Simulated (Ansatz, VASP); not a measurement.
Two plane-wave programs on WS2

```xyz
3
Lattice="1.5786 0.9114 6.0393 -1.5786 0.9114 6.0393 0.0000 -1.8228 6.0393" Properties=species:S:1:pos:R:3 pbc="T T T"
W     0.0000    0.0000    0.0119
S     0.0000    0.0000    4.4792
S     0.0000    0.0000    7.6244
```

Alike in both runs: task single point; functional r2SCAN; k mesh 12 × 12 × 12; occupations gaussian, width 0.02 eV; no spin polarisation.

|  | VASP | Ansatz |
| --- | --- | --- |
| version | VASP 6.6.1 | Ansatz 0.2.0 |
| potentials or method | VASP PAW PBE potentials, release 64 (W_sv, S), cutoff 520 eV | scalar-relativistic, plane waves, PAW |
| valence electrons in the cell | 26 | 26 |

```tsv
	VASP	Ansatz	Ansatz less VASP
gap on the k mesh at the Fermi level (eV)	1.04	1.02	-0.016
least direct gap on the mesh (eV)	2.05	2.04	-0.004
pressure (GPa)	2.5	2.3	-0.20
traceless stress, the component that is largest in VASP (GPa)	-1.03	-0.98	+0.057
rms of the force components (eV/Å)	0.125	0.136	+0.0105
```

VASP's potentials were made for PBE, not for r2SCAN. Atom by atom the forces differ by 0.011 eV/Å (rms over components).

Spin-orbit coupling is off throughout.
